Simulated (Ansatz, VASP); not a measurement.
# Two plane-wave programs on AlN

INCAR

```
SYSTEM = AlN
ALGO = Normal
EDIFF = 1E-6
ENCUT = 600
GGA_COMPAT = .FALSE.
ISIF = 2
ISMEAR = 0
LASPH = .TRUE.
LCHARG = .TRUE.
LELF = .TRUE.
LREAL = .FALSE.
LVHAR = .TRUE.
LWAVE = .FALSE.
NBANDS = 16
NELM = 120
PREC = Accurate
SIGMA = 0.05
```

KPOINTS

```
k-points
0
G
  9 9 6
  0 0 0
```

POSCAR

```
AlN
1.0
    3.3286763205      0.0000000000      0.0000000000
   -1.6643381603      2.8683763727      0.0000000000
    0.0000000000      0.0000000000      4.1875630000
Al N
2 2
Direct
    0.3333333333      0.6666666667      0.7500000000
    0.6666666667      0.3333333333      0.2500000000
    0.3333333333      0.6666666667      0.2500000000
    0.6666666667      0.3333333333      0.7500000000
```

Input for Ansatz:

```yaml
crystal:
  lattice:
    - [3.3286763205, 0.0, 0.0]
    - [-1.6643381603, 2.8683763727, 0.0]
    - [0.0, 0.0, 4.187563]
  atoms:
    - { symbol: Al, position: [0.3333333333, 0.6666666667, 0.75] }
    - { symbol: Al, position: [0.6666666667, 0.3333333333, 0.25] }
    - { symbol: "N", position: [0.3333333333, 0.6666666667, 0.25] }
    - { symbol: "N", position: [0.6666666667, 0.3333333333, 0.75] }
basis:
  ecutwfc: 420
kpoints:
  mp_grid: { grid: [9, 9, 6] }
hamiltonian:
  xc: lda
scf:
  occupations: { method: gaussian, width: 0.05 }
output:
  forces: true
  stress: true
  eigenvalues: true
```

Change from the starting cell: strain +0.0050 x Voigt [1, 0, 0, 0, 0, 0], atoms carried along.

Alike in both runs: task single point; functional LDA; k mesh 9 × 9 × 6; occupations gaussian, width 0.05 eV; no spin polarisation.

|  | VASP | Ansatz |
| --- | --- | --- |
| version | VASP 6.6.1 | Ansatz 0.2.0 |
| potentials or method | VASP PAW LDA potentials, release 64 (Al, N), cutoff 600 eV | scalar-relativistic, plane waves, PAW |
| valence electrons in the cell | 16 | 16 |

VASP gave:

| Property | Result |
| --- | --- |
| gap on the k mesh at the Fermi level (eV) | 3.25 |
| least direct gap on the mesh (eV) | 3.25 |
| pressure (GPa) | -9.3 |
| traceless stress, the component that is largest in VASP (GPa) | -0.85 |
| rms of the force components (eV/Å) | 0.032 |

What did Ansatz give for the same quantities?

gap on the k mesh at the Fermi level (eV): 3.25; least direct gap on the mesh (eV): 3.25; pressure (GPa): -9.7; traceless stress, the component that is largest in VASP (GPa): -0.93; rms of the force components (eV/Å): 0.031.

LDA's correlation is that of Perdew and Zunger in VASP and of Perdew and Wang (1992) in Ansatz. Atom by atom the forces differ by 0.001 eV/Å (rms over components).
